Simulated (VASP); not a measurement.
A run of VASP 6.6.1 is set up as follows.

Contents of INCAR:

```
SYSTEM = H4C2O
PREC     = Accurate       ! precision mode
ENCUT    = 520            ! plane-wave cutoff, eV
EDIFF    = 1E-6           ! SCF threshold, eV
ISMEAR   = -1             ! smearing method
SIGMA    = 0.02           ! smearing width, eV
LREAL    = Auto         
LASPH    = .True.         ! aspherical terms in the spheres
NELM     = 80             ! most SCF steps
ALGO     = Normal         ! electronic algorithm
ISIF     = 2              ! what is computed and relaxed
LWAVE    = .False.        ! write WAVECAR
LCHARG   = .False.        ! write CHGCAR
GGA      = PE             ! functional
IVDW     = 12             ! dispersion correction
NBANDS   = 56             ! bands
```

KPOINTS

```
regular mesh
0
Gamma
  1 1 1
  0 0 0
```

File POSCAR:

```
H4C2O
1.0
    8.5689890000      0.0000000000      0.0000000000
    0.0000000000      8.5689890000      0.0000000000
    0.0000000000      0.0000000000      8.5689890000
O C H
4 8 16
Direct
    0.6208433690      0.0901973383     -0.0628545561
    0.5548612561      0.8267953197      0.3264912582
    0.1980980487      0.9002578951      0.6163037437
    0.0137005661      0.4923801396      0.6955546331
    0.7378700101      0.0416151777     -0.1026492157
    0.5820523285      0.9499370346      0.3491893851
    0.2171434693      0.8293393771      0.5046219572
   -0.0488739103      0.5766491240      0.6199797899
    0.4285919844      0.4527371899      0.5780495225
    0.0810714076      0.5419075693      0.0747462740
    0.6343338753      0.4518619408      0.1861013009
    0.1279614200      0.1750498221      0.3303190143
    0.3017275434      0.4252777078      0.5796949909
    0.4552579073      0.4638236786      0.7012145774
    0.4548961377      0.5589340820      0.5221969593
    0.4903378917      0.3565181377      0.5249394065
    0.0551640339      0.4969431050      0.1881785588
    0.0061967637      0.6419076976      0.0319991075
    0.0546155445      0.4545693780     -0.0160462337
    0.2069905796      0.5626568082      0.0587934002
    0.6585140908      0.3383012862      0.2278215085
    0.6117291083      0.5350806262      0.2746648409
    0.5421526390      0.4592723832      0.0969892714
    0.7446035933      0.4945974373      0.1312873666
    0.1161980719      0.2493643066      0.4369126860
    0.1267827512      0.0508344683      0.3541608001
    0.2400049761      0.2069438997      0.2726109229
    0.0274478121      0.2092778973      0.2575799782
```

Potentials or basis: VASP PAW PBE potentials, release 64 (O, C, H).

Run with:

```sh
$ cat potpaw_PBE.64/O/POTCAR potpaw_PBE.64/C/POTCAR potpaw_PBE.64/H/POTCAR > POTCAR
$ mpirun -np 1 vasp_gam > vasp.out
```

Task: Estimate the band gap on the k mesh.

Result: 6.29 eV.

Task: What does it give for the largest force?

Result: 6.073 eV/Å.

Task: Estimate the pressure.

Result: 1.1 GPa.

Forces on the atoms (eV/Å):
```
O   -0.529  0.222  0.183
O   -1.255 -5.764 -1.073
O    0.074 -0.179 -0.096
O    2.133 -2.938  2.548
C    0.531 -0.219 -0.174
C    1.303  5.836  1.060
C   -0.053  0.078  0.259
C   -2.226  2.914 -2.643
C   -1.326 -1.130  1.022
C   -0.171  0.410 -2.262
C    0.969  1.225 -1.888
C    0.133  1.330  0.016
H    0.426  0.261 -0.456
H    0.505 -0.061  0.426
H    0.113  1.253 -0.832
H    0.314 -0.340 -0.126
H   -0.305 -0.030  0.742
H    0.768 -0.383  0.925
H   -0.016 -0.348  0.396
H   -0.236  0.386  0.277
H   -0.154 -1.249  0.528
H   -0.434  0.512  1.123
H    0.048 -0.330  0.186
H   -0.422 -0.233  0.017
H    0.215 -0.694 -0.247
H   -0.138 -0.154  0.155
H   -0.532 -0.115  0.112
H    0.265 -0.260 -0.178
```

Caveat: the k points lie up to 0.73 Å⁻¹ apart.
